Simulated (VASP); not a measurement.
# HPt4 in VASP: notebook

Runs on HPt4. Level: PBE. Tasks: single point.

All numbers are computed with VASP 6.6.1; they aren't measurements. Logs are shortened: lines on timing, memory, paths and dates and some standing lists are left out, and cuts for length are marked.

## (1) The cell of the first run

The cell holds a slab with vacuum, 5 atoms: a = 2.807 Å, b = 3.970 Å, c = 21.155 Å, α = 90.00°, β = 90.00°, γ = 90.00°.

## (2) Single point, PBE, collinear spin

The input, INCAR:

```
PREC = Accurate
ENCUT = 520
EDIFF = 1E-6
ISMEAR = 0
SIGMA = 0.1
LREAL = False
LASPH = True
NELM = 150
ALGO = Normal
ISIF = 2
LWAVE = False
LCHARG = False
ISPIN = 2
MAGMOM = 0 0 0 0 1
LORBIT = 11
LMAXMIX = 4
LDIPOL = True
IDIPOL = 3
DIPOL = 0.5 0.5 0.326
GGA = PE
NBANDS = 32
```

The input, KPOINTS:

```
Automatic mesh
0
Gamma
  9 7 1
```

The input, POSCAR:

```
HPt4
1.0
    2.8071640675      0.0000000000      0.0000000000
    0.0000000000      3.9699294961      0.0000000000
    0.0000000000      0.0000000000     21.1553936849
Pt H
4 1
Direct
    0.5000000000      0.5000000000      0.1890770770
    0.0000000000      0.0000000000      0.2554233740
    0.5000000000      0.5000000000      0.3268881911
    0.0000000000      0.0000000000      0.3854994999
    0.5000000000      0.5000000000      0.4720022626
```

Potentials or basis: VASP PAW PBE potentials, release 64 (Pt, H).

Run with:

```
> cat potpaw_PBE.64/Pt/POTCAR potpaw_PBE.64/H/POTCAR > POTCAR
> mpirun -np 1 vasp_std > vasp.out
```

OUTCAR:

```text
PREC = Accurate
   ENCUT = 520
   EDIFF = 1E-6
   ISMEAR = 0
   LREAL = False
   LASPH = True
   NELM = 150
   ISIF = 2
   ISPIN = 2
   LORBIT = 11
   GGA = PE

 ion  position               nearest neighbor table
   1  0.500  0.500  0.189-   2 2.81   2 2.81   2 2.81   2 2.81   3 2.92
   2  0.000  0.000  0.255-   4 2.75   1 2.81   1 2.81   1 2.81   1 2.81   3 2.86   3 2.86   3 2.86
                             3 2.86
   3  0.500  0.500  0.327-   4 2.73   4 2.73   4 2.73   4 2.73   2 2.86   2 2.86   2 2.86   2 2.86
                             1 2.92
   4  0.000  0.000  0.385-   3 2.73   3 2.73   3 2.73   3 2.73   2 2.75
   5  0.500  0.500  0.472-

  LATTYP: Found a simple orthorhombic cell.
 ALAT       =     2.8071640675
 B/A-ratio  =     1.4142135624
 C/A-ratio  =     7.5362156170

  Lattice vectors:

 A1 = (   2.8071640675,   0.0000000000,   0.0000000000)
 A2 = (   0.0000000000,   3.9699294961,   0.0000000000)
 A3 = (   0.0000000000,   0.0000000000,  21.1553936849)

Analysis of symmetry for initial positions (statically):
=====================================================================
 Subroutine PRICEL returns:
 Original cell was already a primitive cell.

 Routine SETGRP: Setting up the symmetry group for a
 simple orthorhombic supercell.

 Subroutine GETGRP returns: Found  4 space group operations
 (whereof  4 operations were pure point group operations)
 out of a pool of  8 trial point group operations.

The static configuration has the point symmetry C_2v.

Analysis of symmetry for dynamics (positions and initial velocities):
=====================================================================
 Subroutine PRICEL returns:
 Original cell was already a primitive cell.

 Routine SETGRP: Setting up the symmetry group for a
 simple orthorhombic supercell.

 Subroutine GETGRP returns: Found  4 space group operations
 (whereof  4 operations were pure point group operations)
 out of a pool of  8 trial point group operations.

The dynamic configuration has the point symmetry C_2v.

Analysis of structural, dynamic, and magnetic symmetry:
=====================================================================
 Subroutine PRICEL returns:
 Original cell was already a primitive cell.

 Routine SETGRP: Setting up the symmetry group for a
 simple orthorhombic supercell.

 Subroutine GETGRP returns: Found  4 space group operations
 (whereof  4 operations were pure point group operations)
 out of a pool of  8 trial point group operations.

The overall configuration has the point symmetry C_2v.

 Subroutine INISYM returns: Found  4 space group operations
 (whereof  4 operations are pure point group operations),
 and found     1 'primitive' translations

----------------------------------------------------------------------------------------

                                     Primitive cell

  volume of cell :     235.7609

  direct lattice vectors                    reciprocal lattice vectors
     2.807164068  0.000000000  0.000000000     0.356231405  0.000000000  0.000000000
     0.000000000  3.969929496  0.000000000     0.000000000  0.251893642  0.000000000
     0.000000000  0.000000000 21.155393685     0.000000000  0.000000000  0.047269269

  length of vectors
     2.807164068  3.969929496 21.155393685     0.356231405  0.251893642  0.047269269

  position of ions in fractional coordinates (direct lattice)
     0.500000000  0.500000000  0.189077077
     0.000000000  0.000000000  0.255423374
     0.500000000  0.500000000  0.326888191
     0.000000000  0.000000000  0.385499500
     0.500000000  0.500000000  0.472002263

  ion indices of the primitive-cell ions
   primitive index   ion index
                 1           1
                 2           2
                 3           3
                 4           4
                 5           5

[... 33 lines left out ...]
  0.000000  0.142857  0.000000      2.000000
[... 12 lines left out ...]
  0.333333  0.428571  0.000000      4.000000
  0.444444  0.428571  0.000000      4.000000
   k-points           NKPTS =     20   k-points in BZ     NKDIM =     20   number of bands    NBANDS=     32
   number of dos      NEDOS =    301   number of ions     NIONS =      5
   total plane-waves  NPLWV = 115200
   dimension x,y,z NGX =    24 NGY =   30 NGZ =  160
   dimension x,y,z NGXF=    48 NGYF=   60 NGZF=  320
   ions per type =               4   1
   NGX,Y,Z   is equivalent  to a cutoff of  14.21, 12.56, 12.57 a.u.
   NGXF,Y,Z  is equivalent  to a cutoff of  28.43, 25.13, 25.15 a.u.
 SYSTEM =  unknown system
   PREC   = accura    normal or accurate (medium, high low for compatibility)
   ISTART =      0    job   : 0-new  1-cont  2-samecut
   ICHARG =      2    charge: 1-file 2-atom 10-const
   ISPIN  =      2    spin polarized calculation?
   LNONCOLLINEAR =      F non collinear calculations
   LSORBIT =      F    spin-orbit coupling
   LASPH  =      T    aspherical Exc in radial PAW
   ENCUT  =  520.0 eV  38.22 Ry    6.18 a.u.   5.22  7.38 39.34*2*pi/ulx,y,z
   NELM   =    150;   NELMIN=  2; NELMDL= -5     # of ELM steps
   EDIFF  = 0.1E-05   stopping-criterion for ELM
   LREAL  =      F    real-space projection
   EDIFFG = 0.1E-04   stopping-criterion for IOM
   NSW    =      0    number of steps for IOM
   IBRION =     -1    ionic relax: 0-MD 1-quasi-New 2-CG
   NFREE  =      0    steps in history (QN), initial steepest desc. (CG)
   ISIF   =      2    stress and relaxation
   ISYM   =      2    0-nonsym 1-usesym 2-fastsym
   POTIM  = 0.5000    time-step for ionic-motion
   TEBEG  =    0.0;   TEEND  =   0.0 temperature during run
   PSTRESS=    0.0 pullay stress
   NELECT =      41.0000    total number of electrons
   NUPDOWN=      -1.0000    fix difference up-down
   EMIN   =  10.00;   EMAX   =-10.00  energy-range for DOS
   EFERMI =   0.00;   METHOD = LEGACY
   ISMEAR =     0;   SIGMA  =   0.10  broadening in eV -4-tet -1-fermi 0-gaus
   EFERMI_NEDOS =   21; number of points for ismear=-14 and -15
   IALGO  =     38    algorithm
   IMIX   =      4    mixing-type and parameters
     AMIX     =   0.40;   BMIX     =  1.00
     AMIX_MAG =   1.60;   BMIX_MAG =  1.00
  volume/ion in A,a.u.               =      47.15       318.20
  Fermi-wavevector in a.u.,A,eV,Ry     =   0.913788  1.726809 11.360986  0.835009
  Thomas-Fermi vector in A             =   2.038340
   LORBIT       =     11    0 simple, 1 ext, 2 COOP (PROOUT), +10 PAW based schemes
   GGA     = PE    functional components
   LHFCALC =     F    Hartree Fock is set to
   AEXX    =    0.0000 exact exchange contribution
   IVDW    =     0    specifies the selected vdW correction
   LEPSILON=     F    determine dielectric tensor
   LRPA    =     F    only Hartree local field effects (RPA)
 spin polarized calculation
 Gauss-broadening in eV      SIGMA  =   0.10
  energy-cutoff  :      520.00
  volume of cell :      235.76
 maximum number of plane-waves:      6383
 NGX is ok and might be reduce to    24
   NGX = 11   NGY = 15   NGZ = 79

 dipolmoment           0.000000      0.000000     -0.006902 electrons x Angstroem

 number of electron      41.0000002 magnetization       0.3399074

 dipolmoment           0.000000      0.000000      0.021315 electrons x Angstroem

 Free energy of the ion-electron system (eV)
  ---------------------------------------------------
  ext. energy  EPLUGINS =         0.00000000
  ---------------------------------------------------
  free energy    TOTEN  =       -23.15572429 eV

  energy without entropy =      -23.11417973  energy(sigma->0) =      -23.13495201

 E-fermi :  -1.3369     XC(G=0):  -4.7708

 val. band max:       -1.3449671988   @ k =   0.1111   0.4286   0.0000
 cond. band min:      -1.3331216060   @ k =   0.0000   0.2857   0.0000
 fundamental gap:      0.0118455928
 Fermi energy:        -1.3368607923

 spin component 1

 k-point     1 :       0.0000    0.0000    0.0000
  band No.  band energies     occupation
      1      -9.7759      1.00000
      2      -7.4655      1.00000
      3      -7.2667      1.00000
      4      -6.2787      1.00000
      5      -6.1899      1.00000
      6      -5.1539      1.00000
[... 689 lines left out ...]
     31       7.4110      0.00000
     32       7.8767      0.00000
 Fermi energy:        -1.3368607923

 spin component 2

 k-point     1 :       0.0000    0.0000    0.0000
  band No.  band energies     occupation
      1      -9.7791      1.00000
      2      -7.4581      1.00000
      3      -7.2719      1.00000
      4      -6.2795      1.00000
      5      -6.1952      1.00000
      6      -5.1669      1.00000
[... 689 lines left out ...]
     31       7.6120      0.00000
     32       8.1531      0.00000

------------------------ aborting loop because EDIFF is reached ----------------------------------------

 vacuum level on the upper side and lower side of the slab       (xc-potential included)        -0.067        -0.354

  FORCE on cell =-STRESS in cart. coord.  units (eV):
  Direction    XX          YY          ZZ          XY          YZ          ZX
  --------------------------------------------------------------------------------------
  -------------------------------------------------------------------------------------
  Total       -7.5799132     -6.7798034     -2.6619925      0.0000000      0.0000000      0.0000000
  in kB      -51.5113713    -46.0740064    -18.0902975      0.0000000      0.0000000      0.0000000
  external PRESSURE =     -38.5585584 kB  Pullay stress =       0.0000000 kB

 VOLUME and BASIS-vectors are now :
 -----------------------------------------------------------------------------
  energy-cutoff  :      520.00
  volume of cell :      235.76
      direct lattice vectors                 reciprocal lattice vectors
     2.807164068  0.000000000  0.000000000     0.356231405  0.000000000  0.000000000
     0.000000000  3.969929496  0.000000000     0.000000000  0.251893642  0.000000000
     0.000000000  0.000000000 21.155393685     0.000000000  0.000000000  0.047269269

 POSITION                                       TOTAL-FORCE (eV/Angst)
 -----------------------------------------------------------------------------------
      1.40358      1.98496      4.00000         0.000000      0.000000      0.879769
      0.00000      0.00000      5.40358         0.000000      0.000000     -0.887947
      1.40358      1.98496      6.91545         0.000000      0.000000     -0.021898
      0.00000      0.00000      8.15539         0.000000      0.000000      0.804266
      1.40358      1.98496      9.98539         0.000000      0.000000     -0.774190
 -----------------------------------------------------------------------------------
    total drift:                                0.000000      0.000000      0.000186

  FREE ENERGIE OF THE ION-ELECTRON SYSTEM (eV)
  ---------------------------------------------------
  free  energy   TOTEN  =       -23.1557242912 eV

  energy  without entropy=      -23.1141797310  energy(sigma->0) =      -23.13495201

 vacuum level on the upper side and lower side of the slab         4.338         4.008

 total charge

# of ion       s       p       d       tot
------------------------------------------
    1        0.590   0.315   8.047   8.952
    2        0.608   0.513   7.961   9.081
    3        0.615   0.530   7.975   9.120
    4        0.593   0.381   8.042   9.017
    5        0.357   0.001   0.000   0.358
--------------------------------------------------
tot          2.763   1.739  32.025  36.527

 magnetization (x)

# of ion       s       p       d       tot
------------------------------------------
    1        0.008   0.003   0.005   0.016
    2       -0.002   0.003  -0.080  -0.079
    3        0.001  -0.002   0.009   0.008
    4       -0.016  -0.016  -0.096  -0.129
    5        0.231   0.000   0.000   0.231
--------------------------------------------------
tot          0.221  -0.012  -0.161   0.048
```

Run time: 7 min. Hardware: 1 thread of Intel Xeon 6975P-C (Granite Rapids), shared host; peak memory 0.52 GiB.

What came out:

```
Free energy                                           : -23.1557 eV
Largest force                                         : 0.888 eV/Å
Net moment                                            : 0.34 μB per cell
Site moments                                          : Pt +0.02, -0.08, +0.01, -0.13; H +0.23 μB
Valence electrons inside the program's atomic spheres : Pt 8.95, 9.08, 9.12, 9.02; H 0.36
```

Forces on the atoms (eV/Å):
```
Pt   0.000  0.000  0.880
Pt   0.000  0.000 -0.888
Pt   0.000  0.000 -0.022
Pt   0.000  0.000  0.804
H    0.000  0.000 -0.774
```

Levels at points of the mesh, in eV from the Fermi level:
Spin up:
```
           k point  band 17  band 18  band 19  band 20  band 21  band 22  band 23  band 24  band 25  band 26
(0.00, 0.00, 0.00)    -1.12    -0.80    -0.53    -0.36    -0.23    -0.13     0.41     1.59     4.03     4.31
```
Spin down:
```csv
k point,band 18,band 19,band 20,band 21,band 22,band 23,band 24,band 25
"(0.00, 0.00, 0.00)",-0.82,-0.57,-0.26,-0.16,-0.09,0.37,2.09,4.00
```

Caveat: spin-orbit coupling is left out, which moves the levels of the heavy elements.

## (3) Single point, PBE, collinear spin

The input, INCAR:

```
SYSTEM = HPt4
  PREC = Accurate
  ENCUT = 520
  EDIFF = 1E-6
  ISMEAR = 0
  SIGMA = 0.1
  LREAL = .FALSE.
  LASPH = .TRUE.
  NELM = 150
  ALGO = Normal
  ISIF = 2
  LWAVE = .FALSE.
  LCHARG = .FALSE.
  ISPIN = 2
  MAGMOM = 0 0 0 0 1
  LORBIT = 11
  LMAXMIX = 4
  LDIPOL = .TRUE.
  IDIPOL = 3
  DIPOL = 0.5 0.5 0.334
  GGA = PE
  NBANDS = 32
```

The input, KPOINTS:

```
Automatic mesh
0
G
  9 7 1
  0 0 0
```

Edit POSCAR of step 2 so:

```diff
@@ -12,2 +12,2 @@
     0.0000000000      0.0000000000      0.3854994999
-    0.5000000000      0.5000000000      0.4720022626
+    0.5000000000      0.5000000000      0.5145446049
```

Potentials or basis: VASP PAW PBE potentials, release 64 (Pt, H).

Run with:

```
> cat potpaw_PBE.64/Pt/POTCAR potpaw_PBE.64/H/POTCAR > POTCAR
> mpirun -np 1 vasp_std > vasp.out
```

Wall time 12 min (1 thread of Intel Xeon 6975P-C (Granite Rapids), shared host); peak memory 0.54 GiB.

Results (log left out):

| Item | Value |
| --- | --- |
| Free energy | -22.8470 eV |
| Largest force | 0.925 eV/Å |
| Net moment | 0.88 μB per cell |
| Site moments | Pt +0.01, -0.03, -0.04 (each value once); H +0.37 μB |
| Valence electrons inside the program's atomic spheres | Pt 8.95, 9.08, 9.12, 9.05; H 0.38 |

Forces in eV/Å, atoms in the order of the input:
```
Pt   0.000  0.000  0.925
Pt   0.000  0.000 -0.814
Pt   0.000  0.000 -0.087
Pt   0.000  0.000  0.081
H    0.000  0.000 -0.105
```

Levels at points of the mesh, in eV from the Fermi level:
Spin up:
| k point | band 17 | band 18 | band 19 | band 20 | band 21 | band 22 | band 23 | band 24 | band 25 | band 26 |
| --- | --- | --- | --- | --- | --- | --- | --- | --- | --- | --- |
| (0.00, 0.00, 0.00) | -1.21 | -0.75 | -0.49 | -0.49 | -0.21 | -0.11 | 0.43 | 0.84 | 3.89 | 4.09 |
Spin down:
| k point | band 17 | band 18 | band 19 | band 20 | band 21 | band 22 | band 23 | band 24 |
| --- | --- | --- | --- | --- | --- | --- | --- | --- |
| (0.00, 0.00, 0.00) | -0.76 | -0.67 | -0.50 | -0.22 | -0.11 | 0.27 | 0.42 | 2.38 |

Caveat: spin-orbit coupling is left out, which moves the levels of the heavy elements.
